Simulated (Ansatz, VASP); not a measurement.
**One calculation of CsCaBr3, two programs**

Contents of INCAR:

```
SYSTEM = CsCaBr3
PREC     = Accurate       ! precision mode
ENCUT    = 520            ! plane-wave cutoff, eV
EDIFF    = 1E-7           ! SCF threshold, eV
ISMEAR   = 0              ! smearing method
SIGMA    = 0.05           ! smearing width, eV
LREAL    = .FALSE.        ! projectors in reciprocal space
LASPH    = .TRUE.         ! aspherical terms in the spheres
NELM     = 80             ! most SCF steps
ALGO     = Normal         ! electronic algorithm
ISIF     = 2              ! what is computed and relaxed
LWAVE    = .FALSE.        ! write WAVECAR
LCHARG   = .FALSE.        ! write CHGCAR
GGA      = CA             ! functional
NBANDS   = 28             ! bands
```

Contents of KPOINTS:

```
regular mesh
0
G
  6 6 6
  0 0 0
```

POSCAR

```
CsCaBr3
1.0
    5.0860990137      0.0000000000      0.0000000000
    0.0000000000      5.0860990137      0.0000000000
    0.0000000000      0.0000000000      7.1917440054
Cs Ca Br
1 1 3
Direct
    0.0000000000      0.0000000000      0.0000000000
    0.5000000000      0.5000000000      0.5000000000
    0.5000000000      0.0000000000      0.5000000000
    0.0000000000      0.5000000000      0.5000000000
    0.5000000000      0.5000000000      0.0000000000
```

Input for Ansatz:

```yaml
crystal:
  lattice:
    - [5.0860990137, 0.0, 0.0]
    - [0.0, 5.0860990137, 0.0]
    - [0.0, 0.0, 7.1917440054]
  atoms:
    - { symbol: Cs, position: [0.0, 0.0, 0.0] }
    - { symbol: Ca, position: [0.5, 0.5, 0.5] }
    - { symbol: Br, position: [0.5, 0.0, 0.5] }
    - { symbol: Br, position: [0.0, 0.5, 0.5] }
    - { symbol: Br, position: [0.5, 0.5, 0.0] }
basis:
  ecutwfc: 420
kpoints:
  mp_grid: { grid: [6, 6, 6] }
hamiltonian:
  xc: lda
scf:
  occupations: { method: gaussian, width: 0.05 }
output:
  forces: true
  stress: true
  eigenvalues: true
```

Alike in both runs: task single point; functional LDA; k mesh 6 × 6 × 6; occupations gaussian, width 0.05 eV; no spin polarisation.

```csv
,VASP,Ansatz
version,VASP 6.6.1,Ansatz 0.2.0
potentials or method,"VASP PAW LDA potentials, release 64 (Cs_sv, Ca_sv, Br), cutoff 520 eV","scalar-relativistic, plane waves, PAW"
valence electrons in the cell,40,40
```

```csv
,VASP,Ansatz,Ansatz less VASP
gap on the k mesh at the Fermi level (eV),3.16,3.16,-0.003
least direct gap on the mesh (eV),3.72,3.72,+0.002
pressure (GPa),2.8,2.7,-0.14
"traceless stress, the component that is largest in VASP (GPa)",-6.53,-6.37,+0.155
```

LDA's correlation is that of Perdew and Zunger in VASP and of Perdew and Wang (1992) in Ansatz.

Spin-orbit coupling is off throughout.
